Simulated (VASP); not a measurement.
# Si3N in VASP: a series of runs

Si3N is run at these levels: PBE+D3(BJ); tasks: single point.

Program: VASP 6.6.1. These are calculated values, not measurements. Logs are shortened: lines on timing, memory, paths and dates and some standing lists are left out, and cuts for length are marked.

## 1. The cell of the first run

The cell holds a slab with vacuum, 8 atoms: a = 3.833 Å, b = 5.421 Å, c = 22.488 Å, α = 90.00°, β = 90.00°, γ = 90.00°.

## 2. Single point, PBE+D3(BJ)

The input, INCAR:

```
SYSTEM = Si3N
  ALGO = Normal
  DIPOL = 0.5 0.5 0.321
  EDIFF = 1E-6
  ENCUT = 520
  GGA = PE
  IDIPOL = 3
  ISIF = 2
  ISMEAR = 0
  IVDW = 12
  LASPH = .True.
  LCHARG = .False.
  LDIPOL = .True.
  LREAL = .False.
  LWAVE = .False.
  NBANDS = 27
  NELM = 100
  PREC = Accurate
  SIGMA = 0.05
```

The input, KPOINTS:

```
k-points
0
Gamma
  7 5 1
  0 0 0
```

The input, POSCAR:

```
Si3N
1.0
    3.8333442755      0.0000000000      0.0000000000
    0.0000000000      5.4211674636      0.0000000000
    0.0000000000      0.0000000000     22.4877586337
Si N
6 2
Direct
    0.5000000000      0.0000000000      0.1778745523
    0.0000000000      0.2500000000      0.1778745523
    0.0000000000      0.5038839981      0.2608672216
    0.5000000000      0.7461160019      0.2608672216
    0.5000000000      0.0086033066      0.3418641564
    0.0000000000      0.2413966934      0.3418641564
    0.8333333333      0.1752699732      0.4797169344
    0.8333333333      0.1752699732      0.5286324363
```

Potentials or basis: VASP PAW PBE potentials, release 64 (Si, N).

Command:

```console
cat potpaw_PBE.64/Si/POTCAR potpaw_PBE.64/N/POTCAR > POTCAR
mpirun -np 1 vasp_std > vasp.out
```

OUTCAR:

```text
SYSTEM = Si3N
   EDIFF = 1E-6
   ENCUT = 520
   GGA = PE
   ISIF = 2
   ISMEAR = 0
   IVDW = 12
   LASPH = .True.
   LREAL = .False.
   NELM = 100
   PREC = Accurate
 IVDW          = 12

 ion  position               nearest neighbor table
   1  0.500  0.000  0.178-   4 2.32   2 2.35   2 2.35
   2  0.000  0.250  0.178-   3 2.32   1 2.35   1 2.35
   3  0.000  0.504  0.261-   6 2.31   2 2.32   4 2.32   4 2.32
   4  0.500  0.746  0.261-   5 2.31   1 2.32   3 2.32   3 2.32
   5  0.500  0.009  0.342-   6 2.29   6 2.29   4 2.31
   6  0.000  0.241  0.342-   5 2.29   5 2.29   3 2.31
   7  0.833  0.175  0.480-   8 1.10
   8  0.833  0.175  0.529-   7 1.10

  LATTYP: Found a simple orthorhombic cell.
 ALAT       =     3.8333442755
 B/A-ratio  =     1.4142135624
 C/A-ratio  =     5.8663550721

  Lattice vectors:

 A1 = (   3.8333442755,   0.0000000000,   0.0000000000)
 A2 = (   0.0000000000,   5.4211674636,   0.0000000000)
 A3 = (   0.0000000000,   0.0000000000,  22.4877586337)

Analysis of symmetry for initial positions (statically):
=====================================================================
 Subroutine PRICEL returns:
 Original cell was already a primitive cell.

 Routine SETGRP: Setting up the symmetry group for a
 simple orthorhombic supercell.

 Subroutine GETGRP returns: Found  1 space group operations
 (whereof  1 operations were pure point group operations)
 out of a pool of  8 trial point group operations.

The static configuration has the point symmetry C_1 .

Analysis of symmetry for dynamics (positions and initial velocities):
=====================================================================
 Subroutine PRICEL returns:
 Original cell was already a primitive cell.

 Routine SETGRP: Setting up the symmetry group for a
 simple orthorhombic supercell.

 Subroutine GETGRP returns: Found  1 space group operations
 (whereof  1 operations were pure point group operations)
 out of a pool of  8 trial point group operations.

The dynamic configuration has the point symmetry C_1 .

 Subroutine INISYM returns: Found  1 space group operations
 (whereof  1 operations are pure point group operations),
 and found     1 'primitive' translations

----------------------------------------------------------------------------------------

                                     Primitive cell

  volume of cell :     467.3226

  direct lattice vectors                    reciprocal lattice vectors
     3.833344276  0.000000000  0.000000000     0.260868821  0.000000000  0.000000000
     0.000000000  5.421167464  0.000000000     0.000000000  0.184462112  0.000000000
     0.000000000  0.000000000 22.487758634     0.000000000  0.000000000  0.044468638

  length of vectors
     3.833344276  5.421167464 22.487758634     0.260868821  0.184462112  0.044468638

  position of ions in fractional coordinates (direct lattice)
     0.500000000  0.000000000  0.177874552
     0.000000000  0.250000000  0.177874552
     0.000000000  0.503883998  0.260867222
     0.500000000  0.746116002  0.260867222
     0.500000000  0.008603307  0.341864156
     0.000000000  0.241396693  0.341864156
     0.833333333  0.175269973  0.479716934
     0.833333333  0.175269973  0.528632436

  ion indices of the primitive-cell ions
   primitive index   ion index
                 1           1
                 2           2
                 3           3
                 4           4
                 5           5
                 6           6
                 7           7
                 8           8

----------------------------------------------------------------------------------------

 KPOINTS: k-points

Automatic generation of k-mesh.
 Grid dimensions read from file:
 generate k-points for:    7    5    1

 Generating k-lattice:

  Cartesian coordinates                     Fractional coordinates (reciprocal lattice)
     0.037266974  0.000000000  0.000000000     0.142857143  0.000000000  0.000000000
     0.000000000  0.036892422  0.000000000     0.000000000  0.200000000  0.000000000
     0.000000000  0.000000000  0.044468638     0.000000000  0.000000000  1.000000000

  Length of vectors
     0.037266974  0.036892422  0.044468638

  Shift w.r.t. Gamma in fractional coordinates (k-lattice)
     0.000000000  0.000000000  0.000000000

 Subroutine IBZKPT returns following result:
 ===========================================

 Found     18 irreducible k-points:

 Following reciprocal coordinates:
            Coordinates               Weight
  0.000000  0.000000  0.000000      1.000000
  0.142857  0.000000  0.000000      2.000000
  0.285714  0.000000  0.000000      2.000000
  0.428571  0.000000  0.000000      2.000000
  0.000000  0.200000  0.000000      2.000000
  0.142857  0.200000  0.000000      2.000000
[... 10 lines left out ...]
  0.428571  0.400000  0.000000      2.000000
  0.428571 -0.400000  0.000000      2.000000
   k-points           NKPTS =     18   k-points in BZ     NKDIM =     18   number of bands    NBANDS=     27
   number of dos      NEDOS =    301   number of ions     NIONS =      8
   total plane-waves  NPLWV = 201600
   dimension x,y,z NGX =    30 NGY =   40 NGZ =  168
   dimension x,y,z NGXF=    60 NGYF=   80 NGZF=  336
   ions per type =               6   2
   NGX,Y,Z   is equivalent  to a cutoff of  13.01, 12.27, 12.42 a.u.
   NGXF,Y,Z  is equivalent  to a cutoff of  26.02, 24.53, 24.84 a.u.
 SYSTEM =  Si3N
   PREC   = accura    normal or accurate (medium, high low for compatibility)
   ISTART =      0    job   : 0-new  1-cont  2-samecut
   ICHARG =      2    charge: 1-file 2-atom 10-const
   ISPIN  =      1    spin polarized calculation?
   LNONCOLLINEAR =      F non collinear calculations
   LSORBIT =      F    spin-orbit coupling
   LASPH  =      T    aspherical Exc in radial PAW
   ENCUT  =  520.0 eV  38.22 Ry    6.18 a.u.   7.13 10.08 41.81*2*pi/ulx,y,z
   NELM   =    100;   NELMIN=  2; NELMDL= -5     # of ELM steps
   EDIFF  = 0.1E-05   stopping-criterion for ELM
   LREAL  =      F    real-space projection
   EDIFFG = 0.1E-04   stopping-criterion for IOM
   NSW    =      0    number of steps for IOM
   IBRION =     -1    ionic relax: 0-MD 1-quasi-New 2-CG
   NFREE  =      0    steps in history (QN), initial steepest desc. (CG)
   ISIF   =      2    stress and relaxation
   ISYM   =      2    0-nonsym 1-usesym 2-fastsym
   POTIM  = 0.5000    time-step for ionic-motion
   TEBEG  =    0.0;   TEEND  =   0.0 temperature during run
   PSTRESS=    0.0 pullay stress
   NELECT =      34.0000    total number of electrons
   NUPDOWN=      -1.0000    fix difference up-down
   EMIN   =  10.00;   EMAX   =-10.00  energy-range for DOS
   EFERMI =   0.00;   METHOD = LEGACY
   ISMEAR =     0;   SIGMA  =   0.05  broadening in eV -4-tet -1-fermi 0-gaus
   EFERMI_NEDOS =   21; number of points for ismear=-14 and -15
   IALGO  =     38    algorithm
   IMIX   =      4    mixing-type and parameters
     AMIX     =   0.40;   BMIX     =  1.00
     AMIX_MAG =   1.60;   BMIX_MAG =  1.00
  volume/ion in A,a.u.               =      58.42       394.21
  Fermi-wavevector in a.u.,A,eV,Ry     =   0.683432  1.291500  6.355006  0.467080
  Thomas-Fermi vector in A             =   1.762794
   LORBIT       =      0    0 simple, 1 ext, 2 COOP (PROOUT), +10 PAW based schemes
   GGA     = PE    functional components
   LHFCALC =     F    Hartree Fock is set to
   AEXX    =    0.0000 exact exchange contribution
   IVDW    =    12    specifies the selected vdW correction
   LEPSILON=     F    determine dielectric tensor
   LRPA    =     F    only Hartree local field effects (RPA)
 non-spin polarized calculation
 Gauss-broadening in eV      SIGMA  =   0.05
  energy-cutoff  :      520.00
  volume of cell :      467.32
 maximum number of plane-waves:     12627
 NGX is ok and might be reduce to    30
   NGX = 15   NGY = 21   NGZ = 83

 dipolmoment           0.000000      0.000000      0.011981 electrons x Angstroem

 number of electron      34.0000002 magnetization

 dipolmoment           0.000000      0.000000     -0.029969 electrons x Angstroem

 Free energy of the ion-electron system (eV)
  ---------------------------------------------------
  ext. energy  EPLUGINS =         0.00000000
  ---------------------------------------------------
  free energy    TOTEN  =       -44.94196173 eV

  energy without entropy =      -44.93563204  energy(sigma->0) =      -44.93879689

 E-fermi :  -1.5992     XC(G=0):  -3.8008

 val. band max:       -1.6097912337   @ k =   0.2857  -0.2000   0.0000
 cond. band min:      -1.5770841544   @ k =   0.2857   0.4000   0.0000
 fundamental gap:      0.0327070793
 Fermi energy:        -1.5992382693

 k-point     1 :       0.0000    0.0000    0.0000
  band No.  band energies     occupation
      1     -25.7239      2.00000
      2     -13.0556      2.00000
      3     -11.2810      2.00000
      4     -10.8170      2.00000
      5      -9.7416      2.00000
      6      -8.9834      2.00000
[... 19 lines left out ...]
     26       1.8746      0.00000
     27       2.2528      0.00000

 k-point     2 :       0.1429    0.0000    0.0000
  band No.  band energies     occupation
      1     -25.7206      2.00000
      2     -12.8754      2.00000
      3     -11.1271      2.00000
      4     -10.7675      2.00000
      5      -9.5534      2.00000
      6      -8.9749      2.00000
[... 19 lines left out ...]
     26       2.3286      0.00000
     27       2.5471      0.00000

 k-point     3 :       0.2857    0.0000    0.0000
  band No.  band energies     occupation
      1     -25.7133      2.00000
      2     -12.3436      2.00000
      3     -10.8861      2.00000
      4     -10.4191      2.00000
      5      -9.3718      2.00000
      6      -9.0506      2.00000
[... 19 lines left out ...]
     26       2.7241      0.00000
     27       3.1675      0.00000

 k-point     4 :       0.4286    0.0000    0.0000
  band No.  band energies     occupation
      1     -25.7074      2.00000
      2     -11.4949      2.00000
      3     -10.8207      2.00000
      4     -10.4049      2.00000
      5      -9.5674      2.00000
      6      -9.1416      2.00000
[... 19 lines left out ...]
     26       2.8683      0.00000
     27       3.4452      0.00000

 k-point     5 :       0.0000    0.2000    0.0000
  band No.  band energies     occupation
      1     -25.7238      2.00000
      2     -12.8902      2.00000
      3     -11.2448      2.00000
      4     -10.8142      2.00000
      5     -10.5420      2.00000
      6      -8.9904      2.00000
[... 19 lines left out ...]
     26       2.0510      0.00000
     27       2.4534      0.00000

 k-point     6 :       0.1429    0.2000    0.0000
  band No.  band energies     occupation
      1     -25.7205      2.00000
      2     -12.7119      2.00000
      3     -11.1006      2.00000
      4     -10.7494      2.00000
      5     -10.4033      2.00000
      6      -8.9811      2.00000
[... 264 lines left out ...]
      1     -25.7132      2.00000
      2     -11.7351      2.00000
      3     -11.0625      2.00000
      4     -10.8054      2.00000
      5     -10.2707      2.00000
      6      -9.0283      2.00000
[... 19 lines left out ...]
     26       2.9790      0.00000
     27       3.5053      0.00000

 k-point    16 :       0.2857   -0.4000    0.0000
  band No.  band energies     occupation
      1     -25.7132      2.00000
      2     -11.7363      2.00000
      3     -11.0523      2.00000
      4     -10.8160      2.00000
      5     -10.2698      2.00000
      6      -9.0278      2.00000
[... 19 lines left out ...]
     26       2.9517      0.00000
     27       3.4420      0.00000

 k-point    17 :       0.4286    0.4000    0.0000
  band No.  band energies     occupation
      1     -25.7073      2.00000
      2     -11.0300      2.00000
      3     -10.8341      2.00000
      4     -10.5835      2.00000
      5      -9.4346      2.00000
      6      -9.1374      2.00000
[... 19 lines left out ...]
     26       2.8199      0.00000
     27       3.2763      0.00000

 k-point    18 :       0.4286   -0.4000    0.0000
  band No.  band energies     occupation
      1     -25.7073      2.00000
      2     -11.0429      2.00000
      3     -10.7994      2.00000
      4     -10.6072      2.00000
      5      -9.4334      2.00000
      6      -9.1369      2.00000
[... 19 lines left out ...]
     26       2.8090      0.00000
     27       3.2717      0.00000

------------------------ aborting loop because EDIFF is reached ----------------------------------------

 vacuum level on the upper side and lower side of the slab       (xc-potential included)        -0.245         0.010

 Edisp (eV)   -1.64220

 E8    (eV) :    -0.6962

  FORCE on cell =-STRESS in cart. coord.  units (eV):
  Direction    XX          YY          ZZ          XY          YZ          ZX
  --------------------------------------------------------------------------------------
  -------------------------------------------------------------------------------------
  Total       0.17317     0.19656     3.28452     0.07765    -0.06702    -0.02328
  in kB       0.59368     0.67390    11.26070     0.26622    -0.22979    -0.07982
  external pressure =        4.18 kB  Pullay stress =        0.00 kB

 VOLUME and BASIS-vectors are now :
 -----------------------------------------------------------------------------
  energy-cutoff  :      520.00
  volume of cell :      467.32
      direct lattice vectors                 reciprocal lattice vectors
     3.833344276  0.000000000  0.000000000     0.260868821  0.000000000  0.000000000
     0.000000000  5.421167464  0.000000000     0.000000000  0.184462112  0.000000000
     0.000000000  0.000000000 22.487758634     0.000000000  0.000000000  0.044468638

 POSITION                                       TOTAL-FORCE (eV/Angst)
 -----------------------------------------------------------------------------------
      1.91667      0.00000      4.00000         0.016177      0.576431     -0.031978
      0.00000      1.35529      4.00000        -0.014109     -0.570383     -0.036510
      0.00000      2.73164      5.86632         0.010546     -0.087936     -0.025307
      1.91667      4.04482      5.86632        -0.009382      0.108684     -0.012585
      1.91667      0.04664      7.68776        -0.027594     -0.062745      0.021098
      0.00000      1.30865      7.68776         0.031287      0.041531     -0.114166
      3.19445      0.95017     10.78776        -0.014092     -0.014880     -2.028676
      3.19445      0.95017     11.88776         0.007166      0.009298      2.228122
 -----------------------------------------------------------------------------------
    total drift:                                0.000002     -0.000045     -0.000329

  FREE ENERGIE OF THE ION-ELECTRON SYSTEM (eV)
  ---------------------------------------------------
  free  energy   TOTEN  =       -46.5841632418 eV

  energy  without entropy=      -46.5778335543  energy(sigma->0) =      -46.58099840

 vacuum level on the upper side and lower side of the slab         2.857         3.115
```

Wall time 4 min (1 thread of AMD EPYC 9R45 (Zen 5), shared host); peak memory 0.53 GiB.

What came out:

```yaml
Free_energy: -46.5842 eV
Largest_force: 2.228 eV/Å
Band_gap_on_the_k_mesh: zero (bands 17 and 18 overlap by 0.30 eV)
Dispersion_energy_per_atom: -0.205 eV
```

Forces in eV/Å, atoms in the order of the input:
```
Si   0.016  0.576 -0.032
Si  -0.014 -0.570 -0.037
Si   0.011 -0.088 -0.025
Si  -0.009  0.109 -0.013
Si  -0.028 -0.063  0.021
Si   0.031  0.042 -0.114
N   -0.014 -0.015 -2.029
N    0.007  0.009  2.228
```

Levels at points of the mesh, in eV from the Fermi level:
```csv
k point,band 13,band 14,band 15,band 16,band 17,band 18,band 19,band 20,band 21,band 22
"(0.00, 0.00, 0.00)",-2.53,-1.26,-0.68,-0.47,-0.34,0.22,1.14,1.87,2.42,2.46
```

Caveat: the standard files for N, O and F lose accuracy on very short bonds.

[end of part 1 of 2]

The gap in the log of VASP goes by the Fermi energy; the results here count the filled bands.